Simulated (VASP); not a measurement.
# LaF5 (P-6m2) in VASP: a series of runs, part 2 of 2

VASP 6.6.1. Earlier steps stand in the parts before.

## (5) Single point, PBE

This run uses another cell than the first one, of 16.55 Å³/atom.

INCAR reads:

```
SYSTEM = LaF5
PREC = Accurate ; ENCUT = 520
EDIFF = 1E-7 ; ISMEAR = 0
SIGMA = 0.1 ; LREAL = .FALSE.
LASPH = .TRUE. ; NELM = 100
ALGO = Normal ; ISIF = 2
LWAVE = .FALSE. ; LCHARG = .TRUE.
GGA = PE ; LELF = .TRUE.
LVHAR = .TRUE. ; NBANDS = 32
```

KPOINTS reads:

```
regular mesh
0
G
  12 12 8
  0 0 0
```

POSCAR reads:

```
LaF5
1.0
    4.9459157307      0.0000000000      0.0000000000
   -2.4729578653      4.2832886677      0.0000000000
    0.0000000000      0.0000000000      4.6860832694
La F
1 5
Direct
    0.3333333333      0.6666666667      0.5000000000
    0.8356749274      0.1643250726      0.5000000000
    0.8356749274      0.6713498548      0.5000000000
    0.3286501452      0.1643250726      0.5000000000
    0.3333333333      0.6666666667      0.0000000000
    0.6666666667      0.3333333333      0.0000000000
```

Potentials or basis: VASP PAW PBE potentials, release 64 (La, F).

On the command line:

```
> cat potpaw_PBE.64/La/POTCAR potpaw_PBE.64/F/POTCAR > POTCAR
> mpirun -np 1 vasp_std > vasp.out
```

OUTCAR:

```text
SYSTEM = LaF5
   PREC = Accurate
   ENCUT = 520
   EDIFF = 1E-7
   ISMEAR = 0
   LREAL = .FALSE.
   LASPH = .TRUE.
   NELM = 100
   ISIF = 2
   GGA = PE

 ion  position               nearest neighbor table
   1  0.333  0.667  0.500-   5 2.34   5 2.34   4 2.47   3 2.47   2 2.47   2 2.47   4 2.47   3 2.47

   2  0.836  0.164  0.500-   1 2.47   1 2.47
   3  0.836  0.671  0.500-   1 2.47   1 2.47
   4  0.329  0.164  0.500-   1 2.47   1 2.47
   5  0.333  0.667  0.000-   1 2.34   1 2.34
   6  0.667  0.333  0.000-

  LATTYP: Found a hexagonal cell.
 ALAT       =     4.9459157307
 C/A-ratio  =     0.9474652470

  Lattice vectors:

 A1 = (   4.9459157307,   0.0000000000,   0.0000000000)
 A2 = (  -2.4729578653,   4.2832886677,   0.0000000000)
 A3 = (   0.0000000000,   0.0000000000,   4.6860832694)

Analysis of symmetry for initial positions (statically):
=====================================================================
 Subroutine PRICEL returns:
 Original cell was already a primitive cell.

 Routine SETGRP: Setting up the symmetry group for a
 hexagonal supercell.

 Subroutine GETGRP returns: Found 12 space group operations
 (whereof 12 operations were pure point group operations)
 out of a pool of 24 trial point group operations.

The static configuration has the point symmetry D_3h.

Analysis of symmetry for dynamics (positions and initial velocities):
=====================================================================
 Subroutine PRICEL returns:
 Original cell was already a primitive cell.

 Routine SETGRP: Setting up the symmetry group for a
 hexagonal supercell.

 Subroutine GETGRP returns: Found 12 space group operations
 (whereof 12 operations were pure point group operations)
 out of a pool of 24 trial point group operations.

The dynamic configuration has the point symmetry D_3h.

 Subroutine INISYM returns: Found 12 space group operations
 (whereof 12 operations are pure point group operations),
 and found     1 'primitive' translations

----------------------------------------------------------------------------------------

                                     Primitive cell

  volume of cell :      99.2737

  direct lattice vectors                    reciprocal lattice vectors
     4.945915731  0.000000000  0.000000000     0.202187028  0.116732735  0.000000000
    -2.472957865  4.283288668  0.000000000     0.000000000  0.233465470  0.000000000
     0.000000000  0.000000000  4.686083269     0.000000000  0.000000000  0.213397830

  length of vectors
     4.945915731  4.945915731  4.686083269     0.233465470  0.233465470  0.213397830

  position of ions in fractional coordinates (direct lattice)
     0.333333333  0.666666667  0.500000000
     0.835674927  0.164325073  0.500000000
     0.835674927  0.671349855  0.500000000
     0.328650145  0.164325073  0.500000000
     0.333333333  0.666666667  0.000000000
     0.666666667  0.333333333  0.000000000

  ion indices of the primitive-cell ions
   primitive index   ion index
                 1           1
                 2           2
                 3           3
                 4           4
                 5           5
                 6           6

[... 28 lines left out ...]
  0.000000  0.000000  0.000000      1.000000
  0.083333  0.000000  0.000000      6.000000
  0.166667  0.000000  0.000000      6.000000
  0.250000  0.000000  0.000000      6.000000
  0.333333  0.000000  0.000000      6.000000
  0.416667  0.000000  0.000000      6.000000
[... 16 lines left out ...]
  0.250000  0.000000  0.125000     12.000000
  0.333333  0.000000  0.125000     12.000000
 [... further k-points ...]
   k-points           NKPTS =     95   k-points in BZ     NKDIM =     95   number of bands    NBANDS=     32
   number of dos      NEDOS =    301   number of ions     NIONS =      6
   total plane-waves  NPLWV =  57600
   dimension x,y,z NGX =    40 NGY =   40 NGZ =   36
   dimension x,y,z NGXF=    80 NGYF=   80 NGZF=   72
   ions per type =               1   5
   NGX,Y,Z   is equivalent  to a cutoff of  13.45, 13.45, 12.77 a.u.
   NGXF,Y,Z  is equivalent  to a cutoff of  26.89, 26.89, 25.54 a.u.
 SYSTEM =  LaF5
   PREC   = accura    normal or accurate (medium, high low for compatibility)
   ISTART =      0    job   : 0-new  1-cont  2-samecut
   ICHARG =      2    charge: 1-file 2-atom 10-const
   ISPIN  =      1    spin polarized calculation?
   LNONCOLLINEAR =      F non collinear calculations
   LSORBIT =      F    spin-orbit coupling
   LASPH  =      T    aspherical Exc in radial PAW
   ENCUT  =  520.0 eV  38.22 Ry    6.18 a.u.   9.20  9.20  8.71*2*pi/ulx,y,z
   NELM   =    100;   NELMIN=  2; NELMDL= -5     # of ELM steps
   EDIFF  = 0.1E-06   stopping-criterion for ELM
   LREAL  =      F    real-space projection
   EDIFFG = 0.1E-05   stopping-criterion for IOM
   NSW    =      0    number of steps for IOM
   IBRION =     -1    ionic relax: 0-MD 1-quasi-New 2-CG
   NFREE  =      0    steps in history (QN), initial steepest desc. (CG)
   ISIF   =      2    stress and relaxation
   ISYM   =      2    0-nonsym 1-usesym 2-fastsym
   POTIM  = 0.5000    time-step for ionic-motion
   TEBEG  =    0.0;   TEEND  =   0.0 temperature during run
   PSTRESS=    0.0 pullay stress
   NELECT =      46.0000    total number of electrons
   NUPDOWN=      -1.0000    fix difference up-down
   EMIN   =  10.00;   EMAX   =-10.00  energy-range for DOS
   EFERMI =   0.00;   METHOD = LEGACY
   ISMEAR =     0;   SIGMA  =   0.10  broadening in eV -4-tet -1-fermi 0-gaus
   EFERMI_NEDOS =   21; number of points for ismear=-14 and -15
   IALGO  =     38    algorithm
   IMIX   =      4    mixing-type and parameters
     AMIX     =   0.40;   BMIX     =  1.00
     AMIX_MAG =   1.60;   BMIX_MAG =  1.00
  volume/ion in A,a.u.               =      16.55       111.66
  Fermi-wavevector in a.u.,A,eV,Ry     =   1.266823  2.393949 21.835196  1.604842
  Thomas-Fermi vector in A             =   2.400004
   LORBIT       =      0    0 simple, 1 ext, 2 COOP (PROOUT), +10 PAW based schemes
   GGA     = PE    functional components
   LHFCALC =     F    Hartree Fock is set to
   AEXX    =    0.0000 exact exchange contribution
   IVDW    =     0    specifies the selected vdW correction
   LEPSILON=     F    determine dielectric tensor
   LRPA    =     F    only Hartree local field effects (RPA)
 non-spin polarized calculation
 Gauss-broadening in eV      SIGMA  =   0.10
  energy-cutoff  :      520.00
  volume of cell :       99.27
 maximum number of plane-waves:      2706
 NGX is ok and might be reduce to    40
   NGX = 19   NGY = 19   NGZ = 17

 number of electron      46.0000004 magnetization

 Free energy of the ion-electron system (eV)
  ---------------------------------------------------
  ext. energy  EPLUGINS =         0.00000000
  ---------------------------------------------------
  free energy    TOTEN  =       -28.46834152 eV

  energy without entropy =      -28.36927594  energy(sigma->0) =      -28.41880873

 E-fermi :  -1.6101     XC(G=0):  -8.6200

 val. band max:       -1.6105172627   @ k =   0.3333   0.0833   0.1250
 cond. band min:      -1.6099192546   @ k =   0.0833   0.0833   0.5000
 fundamental gap:      0.0005980081
 Fermi energy:        -1.6101058549

 k-point     1 :       0.0000    0.0000    0.0000
  band No.  band energies     occupation
      1     -30.2821      2.00000
      2     -22.1245      2.00000
      3     -21.4614      2.00000
      4     -21.4614      2.00000
      5     -21.3452      2.00000
      6     -20.7215      2.00000
[... 829 lines left out ...]
     31       4.9982      0.00000
     32       6.3126      0.00000

 [... further k-points ...]

------------------------ aborting loop because EDIFF is reached ----------------------------------------

  FORCE on cell =-STRESS in cart. coord.  units (eV):
  Direction    XX          YY          ZZ          XY          YZ          ZX
  --------------------------------------------------------------------------------------
  -------------------------------------------------------------------------------------
  Total       -0.2194777     -0.2194777     -0.2736277     -0.0000000      0.0000000     -0.0000000
  in kB       -3.5421499     -3.5421499     -4.4160757     -0.0000000      0.0000000     -0.0000000
  external PRESSURE =      -3.8334585 kB  Pullay stress =       0.0000000 kB

 VOLUME and BASIS-vectors are now :
 -----------------------------------------------------------------------------
  energy-cutoff  :      520.00
  volume of cell :       99.27
      direct lattice vectors                 reciprocal lattice vectors
     4.945915731  0.000000000  0.000000000     0.202187028  0.116732735  0.000000000
    -2.472957865  4.283288668  0.000000000     0.000000000  0.233465470  0.000000000
     0.000000000  0.000000000  4.686083269     0.000000000  0.000000000  0.213397830

 POSITION                                       TOTAL-FORCE (eV/Angst)
 -----------------------------------------------------------------------------------
     -0.00000      2.85553      2.34304         0.000000      0.000000     -0.000000
      3.72681      0.70385      2.34304        -0.001472      0.000850      0.000000
      2.47296      2.87559      2.34304        -0.000000     -0.001699     -0.000000
      1.21911      0.70385      2.34304         0.001472      0.000850      0.000000
     -0.00000      2.85553      0.00000        -0.000000      0.000000     -0.000000
      2.47296      1.42776      0.00000         0.000000      0.000000     -0.000000
 -----------------------------------------------------------------------------------
    total drift:                                0.000001     -0.000001      0.000000

  FREE ENERGIE OF THE ION-ELECTRON SYSTEM (eV)
  ---------------------------------------------------
  free  energy   TOTEN  =       -28.4683415202 eV

  energy  without entropy=      -28.3692759382  energy(sigma->0) =      -28.41880873
```

It took 15 min on 1 thread of Intel Xeon 8259CL, shared host; peak memory 0.43 GiB.

What came out:

```yaml
Free_energy: -28.4683 eV
Pressure: -0.4 GPa
Band_gap_on_the_k_mesh: zero (bands 23 and 24 overlap by 0.21 eV)
```

Caveat: spin-orbit coupling is left out, which moves the levels of the heavy elements.

## (6) The runs side by side

| task | cell | k mesh | cutoff (eV) | gap on the mesh (eV) | pressure (GPa) | largest force (eV/Å) |
| --- | --- | --- | --- | --- | --- | --- |
| single point | a = 4.350, b = 4.350, c = 5.974 Å, angles 90.0, 90.0, 120.0°, 6 atoms, atomic positions A | 6 × 6 × 4 | 520 | none | 30.3 | 12.34 |
| single point | a = 4.946, b = 4.946, c = 4.686 Å, angles 90.0, 90.0, 120.0°, 6 atoms, atomic positions B | 6 × 6 × 4 | 520 | none | -0.4 | - |
| relaxation of cell and atoms | relaxed from a = 4.350, b = 4.350, c = 5.974 Å, angles 90.0, 90.0, 120.0°, 6 atoms, atomic positions A | 6 × 6 × 4 | 600 | none | 0.2 | 0.02 |
| single point | a = 4.946, b = 4.946, c = 4.686 Å, angles 90.0, 90.0, 120.0°, 6 atoms, atomic positions B | 12 × 12 × 8 | 520 | none | -0.4 | - |

Alike in all rows: level PBE; potentials or basis VASP PAW PBE potentials, release 64 (La, F); no spin polarisation; smearing gaussian 0.1 eV.

Caveats: spin-orbit coupling is left out, which moves the levels of the heavy elements; the stress differs along the axes, from -11 to 51 GPa (at least some runs); forces of over 1 eV/Å act on the atoms, so gaps and moduli don't describe the material at rest (at least some runs); a cell axis changed by over 15 % at a fixed basis, so the end point is rough (at least some runs).

Absolute energies hang on the potentials; compare differences alone.
